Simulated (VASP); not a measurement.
A run of VASP 6.6.1 is set up as follows.

File INCAR:

```
SYSTEM = ZnS
ALGO = Normal
EDIFF = 1E-7
ENCUT = 520
GGA = PS
ISIF = 2
ISMEAR = 0
LASPH = .TRUE.
LCHARG = .FALSE.
LREAL = .FALSE.
LWAVE = .FALSE.
NBANDS = 26
NELM = 80
PREC = Accurate
SIGMA = 0.1
```

KPOINTS

```
k-points
0
G
  6 6 4
  0 0 0
```

The input POSCAR:

```
ZnS
1.0
    3.8230000000      0.0000000000      0.0000000000
   -1.9115000000      3.3108151187      0.0000000000
    0.0000000000      0.0000000000      6.2610000000
Zn S
2 2
Direct
    0.3333333333      0.6666666667      0.0000000000
    0.6666666667      0.3333333333      0.5000000000
    0.3333333333      0.6666666667      0.3750000000
    0.6666666667      0.3333333333      0.8750000000
```

Potentials or basis: VASP PAW PBE potentials, release 64 (Zn, S).

Run with:

```sh
$ cat potpaw_PBE.64/Zn/POTCAR potpaw_PBE.64/S/POTCAR > POTCAR
$ mpirun -np 1 vasp_std > vasp.out
```

**Question.** Estimate the largest force.

**Answer.** 0.010 eV/Å.

**Question.** Predict the band gap on the k mesh.

**Answer.** 2.03 eV, direct.

**Question.** Predict the pressure.

**Answer.** -2.0 GPa.

Forces in eV/Å, atoms in the order of the input:
```
Zn   0.000  0.000  0.010
Zn   0.000  0.000  0.010
S    0.000  0.000 -0.010
S    0.000  0.000 -0.010
```

Caveat: the PAW data sets were made with another functional, which shifts forces and pressure a little. A hybrid or GW would open this gap; PBEsol tends to underestimate it.
